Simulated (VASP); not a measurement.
# Zn8O7 (a cell with a defect) (zincite) in VASP: further runs

The runs below take Zn8O7 (a cell with a defect) (zincite) through single point, with PBE.

All numbers are computed with VASP 6.6.1; they aren't measurements. Logs are shortened: lines on timing, memory, paths and dates and some standing lists are left out, and cuts for length are marked.

### Step 1. The cell of the first run

The cell holds a defect, 15 atoms: a = 5.293 Å, b = 6.559 Å, c = 6.559 Å, α = 120.00°, β = 90.00°, γ = 90.00°.

### Step 2. Single point, PBE

The input, INCAR:

```
SYSTEM = Zn8O7
PREC     = Accurate       ! precision mode
ENCUT    = 520            ! plane-wave cutoff, eV
EDIFF    = 1E-6           ! SCF threshold, eV
ISMEAR   = 0              ! smearing method
SIGMA    = 0.01           ! smearing width, eV
LREAL    = Auto         
LASPH    = .TRUE.         ! aspherical terms in the spheres
NELM     = 100            ! most SCF steps
ALGO     = Normal         ! electronic algorithm
ISIF     = 2              ! what is computed and relaxed
LWAVE    = .FALSE.        ! write WAVECAR
LCHARG   = .TRUE.         ! write CHGCAR
GGA      = PE             ! functional
LELF     = .TRUE.         ! ELF
LVHAR    = .TRUE.       
NBANDS   = 82             ! bands
```

The input, KPOINTS:

```
regular mesh
0
G
  3 3 3
  0 0 0
```

The input, POSCAR:

```
Zn8O7
1.0
    0.0000000000      0.0000000000      5.2932739949
    6.5589720385      0.0000000000      0.0000000000
   -3.2794860193      5.6802364081      0.0000000000
Zn O
8 7
Direct
    0.4941883392      0.1775941737      0.3233817729
    0.4941325221      0.1778062276      0.8566098839
    0.4938672595      0.6440863704      0.3230087773
    0.4984064812      0.6667364073      0.8342885519
    1.0448493020      0.3334439223      0.1677224112
    0.9969253172      0.3318766226      0.6669662095
    0.9967820064      0.8340940815      0.1692105171
    0.9968538374      0.8341456469      0.6668487100
    0.3807427499      0.3296422966      0.6658477054
    0.3806220812      0.8351568977      0.1713691152
    0.3806871706      0.8352383965      0.6657548397
    0.8781884860      0.1711792580      0.3299119941
    0.8781631382      0.1711940177      0.8432913193
    0.8779474977      0.6577591354      0.3298706092
    0.8789118184      0.6667254003      0.8343348021
```

Potentials or basis: VASP PAW PBE potentials, release 64 (Zn, O).

On the command line:

```
$ cat potpaw_PBE.64/Zn/POTCAR potpaw_PBE.64/O/POTCAR > POTCAR
$ mpirun -np 1 vasp_std > vasp.out
```

OUTCAR:

```text
SYSTEM = Zn8O7
   PREC = Accurate
   ENCUT = 520
   EDIFF = 1E-6
   ISMEAR = 0
   LREAL = Auto
   LASPH = .TRUE.
   NELM = 100
   ISIF = 2
   GGA = PE

 ion  position               nearest neighbor table
   1  0.494  0.178  0.323-  12 2.03   9 2.04  10 2.04   5 2.96
   2  0.494  0.178  0.857-  13 2.03  11 2.04   9 2.04   5 2.96
   3  0.494  0.644  0.323-  14 2.03  10 2.04  11 2.04   5 2.96
   4  0.498  0.667  0.834-  11 2.01   9 2.01  10 2.01  15 2.01
   5  0.045  0.333  0.168-  14 2.04  13 2.04  12 2.04   3 2.96   2 2.96   1 2.96
   6  0.997  0.332  0.667-  15 2.00  13 2.02  12 2.02   9 2.03
   7  0.997  0.834  0.169-  15 2.00  14 2.02  12 2.02  10 2.03
   8  0.997  0.834  0.667-  15 2.00  14 2.02  13 2.02  11 2.03
   9  0.381  0.330  0.666-   4 2.01   6 2.03   1 2.04   2 2.04
  10  0.381  0.835  0.171-   4 2.01   7 2.03   1 2.04   3 2.04
  11  0.381  0.835  0.666-   4 2.01   8 2.03   2 2.04   3 2.04
  12  0.878  0.171  0.330-   7 2.02   6 2.02   1 2.03   5 2.04
  13  0.878  0.171  0.843-   6 2.02   8 2.02   2 2.03   5 2.04
  14  0.878  0.658  0.330-   7 2.02   8 2.02   3 2.03   5 2.04
  15  0.879  0.667  0.834-   7 2.00   6 2.00   8 2.00   4 2.01

  LATTYP: Found a hexagonal cell.
 ALAT       =     6.5589720385
 C/A-ratio  =     0.8070279861

  Lattice vectors:

 A1 = (   6.5589720385,   0.0000000000,   0.0000000000)
 A2 = (  -3.2794860193,   5.6802364081,   0.0000000000)
 A3 = (   0.0000000000,   0.0000000000,   5.2932739949)

Analysis of symmetry for initial positions (statically):
=====================================================================
 Subroutine PRICEL returns:
 Original cell was already a primitive cell.

 Routine SETGRP: Setting up the symmetry group for a
 hexagonal supercell.

 Subroutine GETGRP returns: Found  1 space group operations
 (whereof  1 operations were pure point group operations)
 out of a pool of 24 trial point group operations.

The static configuration has the point symmetry C_1 .

Analysis of symmetry for dynamics (positions and initial velocities):
=====================================================================
 Subroutine PRICEL returns:
 Original cell was already a primitive cell.

 Routine SETGRP: Setting up the symmetry group for a
 hexagonal supercell.

 Subroutine GETGRP returns: Found  1 space group operations
 (whereof  1 operations were pure point group operations)
 out of a pool of 24 trial point group operations.

The dynamic configuration has the point symmetry C_1 .

 Subroutine INISYM returns: Found  1 space group operations
 (whereof  1 operations are pure point group operations),
 and found     1 'primitive' translations

----------------------------------------------------------------------------------------

                                     Primitive cell

  volume of cell :     197.2089

  direct lattice vectors                    reciprocal lattice vectors
     0.000000000  0.000000000  5.293273995     0.000000000  0.000000000  0.188918994
     6.558972039  0.000000000  0.000000000     0.152462916  0.088024505  0.000000000
    -3.279486019  5.680236408  0.000000000     0.000000000  0.176049011  0.000000000

  length of vectors
     5.293273995  6.558972039  6.558972039     0.188918994  0.176049011  0.176049011

  position of ions in fractional coordinates (direct lattice)
     0.494188339  0.177594174  0.323381773
     0.494132522  0.177806228  0.856609884
     0.493867259  0.644086370  0.323008777
     0.498406481  0.666736407  0.834288552
     0.044849302  0.333443922  0.167722411
     0.996925317  0.331876623  0.666966210
     0.996782006  0.834094081  0.169210517
     0.996853837  0.834145647  0.666848710
     0.380742750  0.329642297  0.665847705
     0.380622081  0.835156898  0.171369115
     0.380687171  0.835238397  0.665754840
     0.878188486  0.171179258  0.329911994
     0.878163138  0.171194018  0.843291319
     0.877947498  0.657759135  0.329870609
     0.878911818  0.666725400  0.834334802

  ion indices of the primitive-cell ions
[... 29 lines left out ...]
     0.050820972  0.029341502  0.000000000     0.000000000  0.333333333  0.000000000
     0.000000000  0.058683004  0.000000000     0.000000000  0.000000000  0.333333333

  Length of vectors
     0.062972998  0.058683004  0.058683004

  Shift w.r.t. Gamma in fractional coordinates (k-lattice)
     0.000000000  0.000000000  0.000000000

 Subroutine IBZKPT returns following result:
 ===========================================

 Found     14 irreducible k-points:

 Following reciprocal coordinates:
            Coordinates               Weight
  0.000000  0.000000  0.000000      1.000000
  0.333333  0.000000  0.000000      2.000000
  0.000000  0.333333 -0.000000      2.000000
  0.000000  0.000000  0.333333      2.000000
  0.000000 -0.333333  0.333333      2.000000
  0.333333  0.333333 -0.000000      2.000000
  0.333333  0.000000  0.333333      2.000000
  0.333333 -0.333333  0.333333      2.000000
  0.333333 -0.333333  0.000000      2.000000
  0.333333  0.000000 -0.333333      2.000000
  0.333333  0.333333 -0.333333      2.000000
  0.000000  0.333333  0.333333      2.000000
  0.333333  0.333333  0.333333      2.000000
  0.333333 -0.333333 -0.333333      2.000000
   k-points           NKPTS =     14   k-points in BZ     NKDIM =     14   number of bands    NBANDS=     82
   number of dos      NEDOS =    301   number of ions     NIONS =     15
   total plane-waves  NPLWV = 100000
   dimension x,y,z NGX =    40 NGY =   50 NGZ =   50
   dimension x,y,z NGXF=    80 NGYF=  100 NGZF=  100
   ions per type =               8   7
   NGX,Y,Z   is equivalent  to a cutoff of  12.56, 12.67, 12.67 a.u.
   NGXF,Y,Z  is equivalent  to a cutoff of  25.13, 25.35, 25.35 a.u.
 SYSTEM =  Zn8O7
   PREC   = accura    normal or accurate (medium, high low for compatibility)
   ISTART =      0    job   : 0-new  1-cont  2-samecut
   ICHARG =      2    charge: 1-file 2-atom 10-const
   ISPIN  =      1    spin polarized calculation?
   LNONCOLLINEAR =      F non collinear calculations
   LSORBIT =      F    spin-orbit coupling
   LASPH  =      T    aspherical Exc in radial PAW
   ENCUT  =  520.0 eV  38.22 Ry    6.18 a.u.   9.84 12.20 12.20*2*pi/ulx,y,z
   NELM   =    100;   NELMIN=  2; NELMDL= -5     # of ELM steps
   EDIFF  = 0.1E-05   stopping-criterion for ELM
   LREAL  =      T    real-space projection
   EDIFFG = 0.1E-04   stopping-criterion for IOM
   NSW    =      0    number of steps for IOM
   IBRION =     -1    ionic relax: 0-MD 1-quasi-New 2-CG
   NFREE  =      0    steps in history (QN), initial steepest desc. (CG)
   ISIF   =      2    stress and relaxation
   ISYM   =      2    0-nonsym 1-usesym 2-fastsym
   POTIM  = 0.5000    time-step for ionic-motion
   TEBEG  =    0.0;   TEEND  =   0.0 temperature during run
   PSTRESS=    0.0 pullay stress
   NELECT =     138.0000    total number of electrons
   NUPDOWN=      -1.0000    fix difference up-down
   EMIN   =  10.00;   EMAX   =-10.00  energy-range for DOS
   EFERMI =   0.00;   METHOD = LEGACY
   ISMEAR =     0;   SIGMA  =   0.01  broadening in eV -4-tet -1-fermi 0-gaus
   EFERMI_NEDOS =   21; number of points for ismear=-14 and -15
   IALGO  =     38    algorithm
   IMIX   =      4    mixing-type and parameters
     AMIX     =   0.40;   BMIX     =  1.00
     AMIX_MAG =   1.60;   BMIX_MAG =  1.00
  volume/ion in A,a.u.               =      13.15        88.72
  Fermi-wavevector in a.u.,A,eV,Ry     =   1.453424  2.746573 28.741510  2.112441
  Thomas-Fermi vector in A             =   2.570692
   LORBIT       =      0    0 simple, 1 ext, 2 COOP (PROOUT), +10 PAW based schemes
   GGA     = PE    functional components
   LHFCALC =     F    Hartree Fock is set to
   AEXX    =    0.0000 exact exchange contribution
   IVDW    =     0    specifies the selected vdW correction
   LEPSILON=     F    determine dielectric tensor
   LRPA    =     F    only Hartree local field effects (RPA)
 non-spin polarized calculation
 Gauss-broadening in eV      SIGMA  =   0.01
  energy-cutoff  :      520.00
  volume of cell :      197.21
 maximum number of plane-waves:      5328
 NGX is ok and might be reduce to    40
   NGX = 19   NGY = 25   NGZ = 25

 number of electron     138.0000023 magnetization

 Free energy of the ion-electron system (eV)
  ---------------------------------------------------
  ext. energy  EPLUGINS =         0.00000000
  ---------------------------------------------------
  free energy    TOTEN  =       -62.73977004 eV

  energy without entropy =      -62.73977004  energy(sigma->0) =      -62.73977004

 E-fermi :   1.1666     XC(G=0): -10.5742

 val. band max:        1.1112518865   @ k =   0.3333   0.3333   0.3333
 cond. band min:       3.0055462775   @ k =   0.0000   0.3333  -0.0000
 fundamental gap:      1.8942943910
 Fermi energy:         1.1666054280

 k-point     1 :       0.0000    0.0000    0.0000
  band No.  band energies     occupation
      1     -16.9331      2.00000
      2     -16.3732      2.00000
      3     -16.3729      2.00000
      4     -16.3570      2.00000
      5     -16.2821      2.00000
      6     -16.1728      2.00000
[... 1165 lines left out ...]
     80       8.9615      0.00000
     81       8.9768      0.00000
 [bands above 81 left out]

------------------------ aborting loop because EDIFF is reached ----------------------------------------

  FORCE on cell =-STRESS in cart. coord.  units (eV):
  Direction    XX          YY          ZZ          XY          YZ          ZX
  --------------------------------------------------------------------------------------
  -------------------------------------------------------------------------------------
  Total       -4.7201582     -4.7245384     -5.3566684     -0.0078677     -0.0021739     -0.0057371
  in kB      -38.3478104    -38.3833962    -43.5189876     -0.0639193     -0.0176615     -0.0466094
  external PRESSURE =     -40.0833980 kB  Pullay stress =       0.0000000 kB

 VOLUME and BASIS-vectors are now :
 -----------------------------------------------------------------------------
  energy-cutoff  :      520.00
  volume of cell :      197.21
      direct lattice vectors                 reciprocal lattice vectors
     0.000000000  0.000000000  5.293273995     0.000000000  0.000000000  0.188918994
     6.558972039  0.000000000  0.000000000     0.152462916  0.088024505  0.000000000
    -3.279486019  5.680236408  0.000000000     0.000000000  0.176049011  0.000000000

 POSITION                                       TOTAL-FORCE (eV/Angst)
 -----------------------------------------------------------------------------------
      0.10431      1.83688      2.61587         0.033584     -0.019363     -0.019598
     -1.64301      4.86575      2.61558        -0.000063      0.034280     -0.020655
      3.16524      1.83477      2.61417        -0.029224     -0.015501     -0.018662
      1.63707      4.73896      2.63820        -0.000610      0.000478     -0.018996
      1.63701      0.95270      0.23740        -0.000893     -0.001212      0.078365
     -0.01054      3.78853      5.27700        -0.001659     -0.002802      0.006964
      4.91588      0.96116      5.27624         0.001031      0.003840      0.008726
      3.28422      3.78786      5.27662         0.001714     -0.001238      0.006980
     -0.02152      3.78217      2.01538        -0.009647     -0.003188     -0.006066
      4.91577      0.97342      2.01474        -0.001930      0.009723     -0.003388
      3.29497      3.78164      2.01508         0.008852     -0.005918     -0.004928
      0.04082      1.87398      4.64849        -0.005453      0.002365     -0.003522
     -1.64271      4.79009      4.64836        -0.000763     -0.005787     -0.005360
      3.23242      1.87374      4.64722         0.004583      0.003347     -0.004052
      1.63684      4.73922      4.65232         0.000479      0.000976      0.004193
 -----------------------------------------------------------------------------------
    total drift:                                0.003561     -0.004064      0.004378

  FREE ENERGIE OF THE ION-ELECTRON SYSTEM (eV)
  ---------------------------------------------------
  free  energy   TOTEN  =       -62.7397700416 eV

  energy  without entropy=      -62.7397700416  energy(sigma->0) =      -62.73977004
```

It used 1500 s of CPU time on 1 thread of AMD EPYC 7R13 Processor (Zen 3), with other jobs on the host.

What came out:

```yaml
Free_energy: -62.7398 eV
Pressure: -4.0 GPa
Largest_force: 0.078 eV/Å
Band_gap_on_the_k_mesh: 1.89 eV
```

Forces in eV/Å, atoms in the order of the input:
```
Zn   0.034 -0.019 -0.020
Zn   0.000  0.034 -0.021
Zn  -0.029 -0.016 -0.019
Zn  -0.001  0.000 -0.019
Zn  -0.001 -0.001  0.078
Zn  -0.002 -0.003  0.007
Zn   0.001  0.004  0.009
Zn   0.002 -0.001  0.007
O   -0.010 -0.003 -0.006
O   -0.002  0.010 -0.003
O    0.009 -0.006 -0.005
O   -0.005  0.002 -0.004
O   -0.001 -0.006 -0.005
O    0.005  0.003 -0.004
O    0.000  0.001  0.004
```

Stress tensor (GPa, compression positive):
```
-3.83 -0.01  0.00
-0.01 -3.84  0.00
 0.00  0.00 -4.35
```

### Step 3. Single point, PBE

The input, INCAR:

```
PREC     = Accurate       # precision mode
ENCUT    = 520            # plane-wave cutoff, eV
EDIFF    = 1E-6           # SCF threshold, eV
ISMEAR   = 0              # smearing method
SIGMA    = 0.01           # smearing width, eV
LREAL    = Auto         
LASPH    = T              # aspherical terms in the spheres
NELM     = 60             # most SCF steps
ALGO     = Normal         # electronic algorithm
ISIF     = 2              # what is computed and relaxed
LWAVE    = F              # write WAVECAR
LCHARG   = T              # write CHGCAR
GGA      = PE             # functional
LELF     = T              # ELF
LVHAR    = T            
NELECT   = 136.0        
NBANDS   = 82             # bands
```

The input, KPOINTS:

```
regular mesh
0
Gamma
  3 3 3
```

The input, POSCAR:

```
Zn8O7
1.0
    0.0000000000      0.0000000000      5.2932739949
    6.5589720385      0.0000000000      0.0000000000
   -3.2794860193      5.6802364081      0.0000000000
Zn O
8 7
Direct
    0.5207553739      0.1421061671      0.3595071060
    0.5206691929      0.1421578250      0.7858299917
    0.5207451072      0.7157810568      0.3595827250
    0.5129687810      0.6667174107      0.8350154262
    0.9185691387      0.3332723193      0.1681413026
    1.0055274088      0.3418129113      0.6724534496
    1.0055478205      0.8290843987      0.1598501719
    1.0055185645      0.8290565962      0.6724728399
    0.3803912762      0.3367588609      0.6699559484
    0.3803850839      0.8316382110      0.1649675291
    0.3803754838      0.8317005573      0.6700558347
    0.8825906080      0.1658708650      0.3357065542
    0.8825690859      0.1658126759      0.8331998562
    0.8825886677      0.6682302497      0.3357454743
    0.8830040647      0.6666860623      0.8349833403
```

Potentials or basis: VASP PAW PBE potentials, release 64 (Zn, O).

On the command line:

```
$ cat potpaw_PBE.64/Zn/POTCAR potpaw_PBE.64/O/POTCAR > POTCAR
$ mpirun -np 1 vasp_std > vasp.out
```

Wall time 14 min (1 thread of AMD EPYC 7R13 (Zen 3), shared host); peak memory 0.33 GiB.

The run converged. Its results:

| Property | Result |
| --- | --- |
| Free energy | -65.8910 eV |
| Largest force | 0.061 eV/Å |

Forces in eV/Å, atoms in the order of the input:
```
Zn   0.029 -0.016 -0.011
Zn  -0.001  0.031 -0.010
Zn  -0.027 -0.015 -0.011
Zn   0.000  0.000 -0.018
Zn   0.000  0.000  0.034
Zn  -0.018 -0.010  0.000
Zn   0.001  0.021 -0.001
Zn   0.017 -0.009 -0.001
O    0.046  0.026 -0.031
O    0.000 -0.051 -0.029
O   -0.046  0.024 -0.032
O   -0.029  0.016  0.039
O    0.000 -0.032  0.039
O    0.029  0.016  0.036
O    0.001 -0.001 -0.004
```

Levels at points of the mesh, in eV from the Fermi level:
| k point | band 65 | band 66 | band 67 | band 68 | band 69 | band 70 | band 71 | band 72 |
| --- | --- | --- | --- | --- | --- | --- | --- | --- |
| (0.00, 0.00, 0.00) | -0.84 | -0.31 | -0.06 | -0.06 | 0.09 | 3.24 | 4.80 | 4.80 |

Caveat: the cell carries a net charge on a neutralising background, which shifts energy and pressure; the cell is charged against a uniform background, so pressure and absolute levels hang on convention.
